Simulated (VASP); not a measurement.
# KGe2 (Cmmm) in VASP: further runs

The runs below take KGe2 through single point, relaxation of cell and atoms, with PBE+D3(BJ).

Everything below comes from runs of VASP 6.6.1. Logs are shortened: lines on timing, memory, paths and dates and some standing lists are left out, and cuts for length are marked.

### Step 1. The cell of the first run

The structure is orthorhombic, space group Cmmm (No. 65). Conventional cell: a = 4.095 Å, b = 7.995 Å, c = 5.196 Å, α = 90.00°, β = 90.00°, γ = 90.00°. Within 4.7 Å of K (site symmetry mmm) lie 12 Ge at 3.55 to 3.76 Å and 6 K at 4.10 to 4.49 Å. Within 3.3 Å of Ge (site symmetry m2m) lie 3 Ge at 2.51 to 2.55 Å.

### Step 2. Single point, PBE+D3(BJ)

INCAR reads:

```
ALGO = Normal
EDIFF = 1E-6
ENCUT = 520
GGA = PE
ISIF = 2
ISMEAR = 0
IVDW = 12
LASPH = True
LCHARG = True
LELF = True
LREAL = False
LVHAR = True
LWAVE = False
NBANDS = 26
NELM = 100
PREC = Accurate
SIGMA = 0.1
```

KPOINTS reads:

```
k-points
0
Gamma
  4 4 4
```

POSCAR reads:

```
KGe2
1.0
    2.0476907667     -3.9973258497      0.0000000000
    2.0476907667      3.9973258497      0.0000000000
    0.0000000000      0.0000000000      5.1964019507
K Ge
1 2
Direct
    0.0000000000      0.0000000000      0.0000000000
    0.6594633125      0.3405366875      0.5000000000
    0.3405366875      0.6594633125      0.5000000000
```

Potentials or basis: VASP PAW PBE potentials, release 64 (K_sv, Ge_d).

The run is started by

```sh
cat potpaw_PBE.64/K_sv/POTCAR potpaw_PBE.64/Ge_d/POTCAR > POTCAR
mpirun -np 1 vasp_std > vasp.out
```

OUTCAR:

```text
EDIFF = 1E-6
   ENCUT = 520
   GGA = PE
   ISIF = 2
   ISMEAR = 0
   IVDW = 12
   LASPH = True
   LREAL = False
   NELM = 100
   PREC = Accurate
 IVDW          = 12

 ion  position               nearest neighbor table
   1  0.000  0.000  0.000-
   2  0.659  0.341  0.500-   3 2.51   3 2.51   3 2.55
   3  0.341  0.659  0.500-   2 2.51   2 2.51   2 2.55

  LATTYP: Found a base centered orthorhombic cell.
 ALAT       =     4.0953815334
 B/A-ratio  =     1.9521140178
 C/A-ratio  =     1.2688444064

  Lattice vectors:

 A1 = (   2.0476907667,  -3.9973258497,   0.0000000000)
 A2 = (   2.0476907667,   3.9973258497,   0.0000000000)
 A3 = (   0.0000000000,   0.0000000000,   5.1964019507)

Analysis of symmetry for initial positions (statically):
=====================================================================
 Subroutine PRICEL returns:
 Original cell was already a primitive cell.

 Routine SETGRP: Setting up the symmetry group for a
 base centered orthorhombic supercell.

 Subroutine GETGRP returns: Found  8 space group operations
 (whereof  8 operations were pure point group operations)
 out of a pool of  8 trial point group operations.

The static configuration has the point symmetry D_2h.

Analysis of symmetry for dynamics (positions and initial velocities):
=====================================================================
 Subroutine PRICEL returns:
 Original cell was already a primitive cell.

 Routine SETGRP: Setting up the symmetry group for a
 base centered orthorhombic supercell.

 Subroutine GETGRP returns: Found  8 space group operations
 (whereof  8 operations were pure point group operations)
 out of a pool of  8 trial point group operations.

The dynamic configuration has the point symmetry D_2h.

 Subroutine INISYM returns: Found  8 space group operations
 (whereof  8 operations are pure point group operations),
 and found     1 'primitive' translations

----------------------------------------------------------------------------------------

                                     Primitive cell

  volume of cell :      85.0681

  direct lattice vectors                    reciprocal lattice vectors
     2.047690767 -3.997325850  0.000000000     0.244177494 -0.125083623  0.000000000
     2.047690767  3.997325850  0.000000000     0.244177494  0.125083623  0.000000000
     0.000000000  0.000000000  5.196401951     0.000000000  0.000000000  0.192440848

  length of vectors
     4.491286166  4.491286166  5.196401951     0.274351164  0.274351164  0.192440848

  position of ions in fractional coordinates (direct lattice)
     0.000000000  0.000000000  0.000000000
     0.659463313  0.340536687  0.500000000
     0.340536687  0.659463313  0.500000000

  ion indices of the primitive-cell ions
   primitive index   ion index
                 1           1
                 2           2
                 3           3

----------------------------------------------------------------------------------------

 KPOINTS: k-points

Automatic generation of k-mesh.
 Grid dimensions read from file:
 generate k-points for:    4    4    4

 Generating k-lattice:

  Cartesian coordinates                     Fractional coordinates (reciprocal lattice)
     0.061044374 -0.031270906  0.000000000     0.250000000 -0.000000000  0.000000000
     0.061044374  0.031270906  0.000000000    -0.000000000  0.250000000  0.000000000
     0.000000000  0.000000000  0.048110212     0.000000000  0.000000000  0.250000000

  Length of vectors
     0.068587791  0.068587791  0.048110212

  Shift w.r.t. Gamma in fractional coordinates (k-lattice)
     0.000000000  0.000000000  0.000000000

 Subroutine IBZKPT returns following result:
 ===========================================

 Found     21 irreducible k-points:

 Following reciprocal coordinates:
            Coordinates               Weight
  0.000000  0.000000  0.000000      1.000000
  0.250000 -0.000000  0.000000      4.000000
  0.500000 -0.000000  0.000000      2.000000
  0.250000  0.250000  0.000000      2.000000
  0.500000  0.250000  0.000000      4.000000
 -0.250000  0.250000  0.000000      2.000000
[... 13 lines left out ...]
 -0.250000  0.250000  0.500000      2.000000
  0.500000  0.500000  0.500000      1.000000
   k-points           NKPTS =     21   k-points in BZ     NKDIM =     21   number of bands    NBANDS=     26
   number of dos      NEDOS =    301   number of ions     NIONS =      3
   total plane-waves  NPLWV =  51840
   dimension x,y,z NGX =    36 NGY =   36 NGZ =   40
   dimension x,y,z NGXF=    72 NGYF=   72 NGZF=   80
   ions per type =               1   2
   NGX,Y,Z   is equivalent  to a cutoff of  13.33, 13.33, 12.80 a.u.
   NGXF,Y,Z  is equivalent  to a cutoff of  26.65, 26.65, 25.59 a.u.
 SYSTEM =  unknown system
   PREC   = accura    normal or accurate (medium, high low for compatibility)
   ISTART =      0    job   : 0-new  1-cont  2-samecut
   ICHARG =      2    charge: 1-file 2-atom 10-const
   ISPIN  =      1    spin polarized calculation?
   LNONCOLLINEAR =      F non collinear calculations
   LSORBIT =      F    spin-orbit coupling
   LASPH  =      T    aspherical Exc in radial PAW
   ENCUT  =  520.0 eV  38.22 Ry    6.18 a.u.   8.35  8.35  9.66*2*pi/ulx,y,z
   NELM   =    100;   NELMIN=  2; NELMDL= -5     # of ELM steps
   EDIFF  = 0.1E-05   stopping-criterion for ELM
   LREAL  =      F    real-space projection
   EDIFFG = 0.1E-04   stopping-criterion for IOM
   NSW    =      0    number of steps for IOM
   IBRION =     -1    ionic relax: 0-MD 1-quasi-New 2-CG
   NFREE  =      0    steps in history (QN), initial steepest desc. (CG)
   ISIF   =      2    stress and relaxation
   ISYM   =      2    0-nonsym 1-usesym 2-fastsym
   POTIM  = 0.5000    time-step for ionic-motion
   TEBEG  =    0.0;   TEEND  =   0.0 temperature during run
   PSTRESS=    0.0 pullay stress
   NELECT =      37.0000    total number of electrons
   NUPDOWN=      -1.0000    fix difference up-down
   EMIN   =  10.00;   EMAX   =-10.00  energy-range for DOS
   EFERMI =   0.00;   METHOD = LEGACY
   ISMEAR =     0;   SIGMA  =   0.10  broadening in eV -4-tet -1-fermi 0-gaus
   EFERMI_NEDOS =   21; number of points for ismear=-14 and -15
   IALGO  =     38    algorithm
   IMIX   =      4    mixing-type and parameters
     AMIX     =   0.40;   BMIX     =  1.00
     AMIX_MAG =   1.60;   BMIX_MAG =  1.00
  volume/ion in A,a.u.               =      28.36       191.36
  Fermi-wavevector in a.u.,A,eV,Ry     =   1.240376  2.343970 20.932991  1.538531
  Thomas-Fermi vector in A             =   2.374819
   LORBIT       =      0    0 simple, 1 ext, 2 COOP (PROOUT), +10 PAW based schemes
   GGA     = PE    functional components
   LHFCALC =     F    Hartree Fock is set to
   AEXX    =    0.0000 exact exchange contribution
   IVDW    =    12    specifies the selected vdW correction
   LEPSILON=     F    determine dielectric tensor
   LRPA    =     F    only Hartree local field effects (RPA)
 non-spin polarized calculation
 Gauss-broadening in eV      SIGMA  =   0.10
  energy-cutoff  :      520.00
  volume of cell :       85.07
 maximum number of plane-waves:      2315
 NGX is ok and might be reduce to    36
   NGX = 17   NGY = 17   NGZ = 19

 number of electron      37.0000019 magnetization

 Free energy of the ion-electron system (eV)
  ---------------------------------------------------
  ext. energy  EPLUGINS =         0.00000000
  ---------------------------------------------------
  free energy    TOTEN  =       -10.22380895 eV

  energy without entropy =      -10.21045246  energy(sigma->0) =      -10.21713071

 E-fermi :   2.7785     XC(G=0):  -8.7675

 val. band max:        2.7730578753   @ k =   0.5000   0.5000   0.2500
 cond. band min:       2.8362305205   @ k =   0.5000   0.2500   0.5000
 fundamental gap:      0.0631726452
 Fermi energy:         2.7785163495

 k-point     1 :       0.0000    0.0000    0.0000
  band No.  band energies     occupation
      1     -27.9532      2.00000
      2     -21.6551      2.00000
      3     -21.6364      2.00000
      4     -21.6174      2.00000
      5     -21.5664      2.00000
      6     -21.5461      2.00000
[... 18 lines left out ...]
     25       8.6239      0.00000
     26       9.4531      0.00000

 k-point     2 :       0.2500   -0.0000    0.0000
  band No.  band energies     occupation
      1     -27.9474      2.00000
      2     -21.6605      2.00000
      3     -21.6429      2.00000
      4     -21.6158      2.00000
      5     -21.5972      2.00000
      6     -21.5702      2.00000
[... 18 lines left out ...]
     25       8.3852      0.00000
     26       9.2695      0.00000

 k-point     3 :       0.5000   -0.0000    0.0000
  band No.  band energies     occupation
      1     -27.9417      2.00000
      2     -21.6561      2.00000
      3     -21.6561      2.00000
      4     -21.6255      2.00000
      5     -21.6151      2.00000
      6     -21.5716      2.00000
[... 18 lines left out ...]
     25       9.9619      0.00000
     26      10.4236      0.00000

 k-point     4 :       0.2500    0.2500    0.0000
  band No.  band energies     occupation
      1     -27.9417      2.00000
      2     -21.6596      2.00000
      3     -21.6558      2.00000
      4     -21.6219      2.00000
      5     -21.6165      2.00000
      6     -21.5679      2.00000
[... 18 lines left out ...]
     25       9.5735      0.00000
     26      10.0591      0.00000
[... 409 lines left out ...]
      1     -27.9443      2.00000
      2     -21.6938      2.00000
      3     -21.6673      2.00000
      4     -21.6059      2.00000
      5     -21.6053      2.00000
      6     -21.5659      2.00000
[... 18 lines left out ...]
     25       9.6143      0.00000
     26       9.8435      0.00000

 k-point    20 :      -0.2500    0.2500    0.5000
  band No.  band energies     occupation
      1     -27.9500      2.00000
      2     -21.6747      2.00000
      3     -21.6705      2.00000
      4     -21.6041      2.00000
      5     -21.5959      2.00000
      6     -21.5706      2.00000
[... 18 lines left out ...]
     25       9.2283      0.00000
     26       9.2673      0.00000

 k-point    21 :       0.5000    0.5000    0.5000
  band No.  band energies     occupation
      1     -27.9473      2.00000
      2     -21.6980      2.00000
      3     -21.6965      2.00000
      4     -21.6019      2.00000
      5     -21.5807      2.00000
      6     -21.5744      2.00000
[... 18 lines left out ...]
     25       9.9123      0.00000
     26      10.0828      0.00000

------------------------ aborting loop because EDIFF is reached ----------------------------------------

 Edisp (eV)   -0.73805

 E8    (eV) :    -0.3512

  FORCE on cell =-STRESS in cart. coord.  units (eV):
  Direction    XX          YY          ZZ          XY          YZ          ZX
  --------------------------------------------------------------------------------------
  -------------------------------------------------------------------------------------
  Total       0.18007     0.04284     0.04092     0.00000     0.00000     0.00000
  in kB       3.39150     0.80694     0.77066     0.00000     0.00000     0.00000
  external pressure =        1.66 kB  Pullay stress =        0.00 kB

 VOLUME and BASIS-vectors are now :
 -----------------------------------------------------------------------------
  energy-cutoff  :      520.00
  volume of cell :       85.07
      direct lattice vectors                 reciprocal lattice vectors
     2.047690767 -3.997325850  0.000000000     0.244177494 -0.125083623  0.000000000
     2.047690767  3.997325850  0.000000000     0.244177494  0.125083623  0.000000000
     0.000000000  0.000000000  5.196401951     0.000000000  0.000000000  0.192440848

 POSITION                                       TOTAL-FORCE (eV/Angst)
 -----------------------------------------------------------------------------------
      0.00000      0.00000      0.00000         0.000000      0.000000      0.000000
      2.04769     -1.27485      2.59820         0.000000      0.004430      0.000000
      2.04769      1.27485      2.59820         0.000000     -0.004430      0.000000
 -----------------------------------------------------------------------------------
    total drift:                                0.000000      0.000000     -0.000000

  FREE ENERGIE OF THE ION-ELECTRON SYSTEM (eV)
  ---------------------------------------------------
  free  energy   TOTEN  =       -10.9618637398 eV

  energy  without entropy=      -10.9485072466  energy(sigma->0) =      -10.95518549
```

It took 54 s on 1 thread of Oxide Virtual Turin-like, shared host; peak memory 0.2 GiB.

What came out:

| Quantity | Value |
| --- | --- |
| Free energy | -10.9619 eV |
| Pressure | 0.2 GPa |
| Largest force | 0.004 eV/Å |
| Dispersion energy per atom | -0.246 eV |

Forces in eV/Å, atoms in the order of the input:
```
K    0.000  0.000  0.000
Ge   0.000  0.004  0.000
Ge   0.000 -0.004  0.000
```

Caveat: the k points lie up to 0.43 Å⁻¹ apart; pairwise dispersion overbinds metals, which lowers pressure and volume.

### Step 3. Single point, PBE+D3(BJ)

This run uses another cell than the first one, of 42.01 Å³/atom, 1.481 times its volume.

INCAR reads:

```
SYSTEM = KGe2
ALGO = Normal ; EDIFF = 1E-7
ENCUT = 520 ; GGA = PE
ISIF = 2 ; ISMEAR = 0
IVDW = 12 ; LASPH = .TRUE.
LCHARG = .FALSE. ; LREAL = .FALSE.
LWAVE = .FALSE. ; NBANDS = 26
NELM = 60 ; PREC = Accurate
SIGMA = 0.1
```

KPOINTS reads:

```
k-points
0
G
  4 4 4
  0 0 0
```

POSCAR reads:

```
KGe2
1.0
    2.2578542800     -6.1802043700      0.0000000000
    2.2578542800      6.1802043700      0.0000000000
    0.0000000000      0.0000000000      4.5157085700
K Ge
1 2
Direct
    0.0000000000      0.0000000000      0.0000000000
    0.6189363700      0.3810636300      0.5000000000
    0.3810636300      0.6189363700      0.5000000000
```

Potentials or basis: VASP PAW PBE potentials, release 64 (K_sv, Ge_d).

The run is started by

```sh
cat potpaw_PBE.64/K_sv/POTCAR potpaw_PBE.64/Ge_d/POTCAR > POTCAR
mpirun -np 1 vasp_std > vasp.out
```

Wall time 91 s (1 thread of Oxide Virtual Turin-like, shared host); peak memory 0.28 GiB.

The run converged. Its results:

| Property | Result |
| --- | --- |
| Free energy | -8.0680 eV |
| Pressure | -3.1 GPa |
| Largest force | 0.806 eV/Å |
| Dispersion energy per atom | -0.163 eV |

Forces in eV/Å, atoms in the order of the input:
```
K    0.000  0.000  0.000
Ge   0.000  0.806  0.000
Ge   0.000 -0.806  0.000
```

Stress tensor (GPa, compression positive):
```
-0.81  0.00  0.00
 0.00 -8.39  0.00
 0.00  0.00 -0.23
```

Levels at points of the mesh, in eV from the Fermi level:
```csv
k point,band 16,band 17,band 18,band 19,band 20,band 21
"(0.00, 0.00, 0.00)",-6.33,-1.72,0.53,0.98,1.29,1.99
"(0.50, 0.00, 0.00)",-6.54,-1.58,-1.05,0.55,0.79,2.09
"(0.50, 0.50, 0.00)",-7.04,0.13,0.46,0.89,1.38,1.84
"(0.00, 0.00, 0.50)",-6.19,-1.81,-1.27,0.61,0.76,1.71
"(0.50, 0.00, 0.50)",-6.30,-0.86,-0.85,-0.83,0.09,0.76
"(0.50, 0.50, 0.50)",-6.86,-1.33,-0.44,0.36,0.49,2.29
```

Caveat: the k points lie up to 0.37 Å⁻¹ apart; pairwise dispersion overbinds metals, which lowers pressure and volume.

(Continued in part 2 of 2.)
